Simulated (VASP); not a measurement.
**La: relaxation of cell and atoms with PBEsol**

The system is La.

```
CELL_PARAMETERS angstrom
3.77000 0.00000 0.00000
-1.88500 3.26492 0.00000
0.00000 0.00000 12.15900
ATOMIC_POSITIONS crystal
La 0.00000 0.00000 0.00000
La 0.00000 0.00000 0.50000
La 0.33333 0.66667 0.75000
La 0.66667 0.33333 0.25000
```

```yaml
Program: VASP 6.6.1
Task: relaxation of cell and atoms
Functional: PBEsol
Potentials_or_basis: VASP PAW PBE potentials, release 64 (La)
Cutoff: 600 eV
k_mesh: 8 × 8 × 2
Occupations: methfessel-paxton, width 0.05 eV
Spin: no spin polarisation
Dipole_correction: no
Further_INCAR_settings: ALGO = Normal; EDIFF = 1e-06; IBRION = 2; EDIFFG = -0.03; NSW = 80; ISIF = 3
```

| Property | Result |
| --- | --- |
| Relaxed volume | 34.01 Å³/atom |
| Relaxed cell | a = 3.662 Å, b = 3.662 Å, c = 11.715 Å, α = 90.00°, β = 90.00°, γ = 120.00° |
| Space group after relaxing (to 0.05 Å) | P6_3/mmc (No. 194) |
| Energy gained by relaxing | 26.4 meV/atom |
| Ionic steps | 6 |
| Pressure after relaxing | 0.0 GPa |
| Band gap on the k mesh | zero (band 22 reaches 9.41 eV, above the bottom of band 23 at 8.41 eV) |

Stress tensor (GPa, compression positive):
```
 0.07  0.00  0.00
 0.00  0.07  0.00
 0.00  0.00 -0.02
```

Step by step:
| step | energy change (eV) | largest force (eV/Å) | pressure (GPa) | volume (Å³) |
| --- | --- | --- | --- | --- |
| 1 | 0.0000 | 0.0000 | -2.35 | 149.66 |
| 2 | -0.1012 | 0.0000 | -0.34 | 138.09 |
| 3 | -0.1030 | 0.0000 | -0.06 | 136.60 |
| 4 | -0.1031 | 0.0000 | 0.00 | 136.33 |
| 5 | -0.1050 | 0.0000 | 0.02 | 136.13 |
| 6 | -0.1054 | 0.0000 | 0.04 | 136.02 |

Final structure:
```
La
1.0
     3.66161    0.00000    0.00000
    -1.83081    3.17105    0.00000
     0.00000    0.00000   11.71462
La
4
Direct
  0.00000 0.00000 0.00000
  0.00000 0.00000 0.50000
  0.33333 0.66667 0.75000
  0.66667 0.33333 0.25000
```

Levels at points of the mesh, in eV from the Fermi level:
```csv
k point,band 20,band 21,band 22,band 23,band 24,band 25
"(0.00, 0.00, 0.00)",-1.82,0.56,0.71,1.23,1.23,1.31
"(0.50, 0.00, 0.00)",-1.21,-0.79,-0.30,-0.22,0.46,1.08
"(0.00, 0.00, 0.50)",-1.80,0.78,0.78,1.31,1.31,1.36
"(0.50, 0.00, 0.50)",-1.51,-1.24,-1.24,0.65,0.65,1.39
```

Wall time 5.1 min on 1 thread of Intel(R) Xeon(R) 6975P-C (Granite Rapids), with other jobs on the host, peak memory 0.34 GiB.

Caveat: the PAW data sets were made with another functional, which shifts forces and pressure a little; spin-orbit coupling is left out, which moves the levels of the heavy elements.
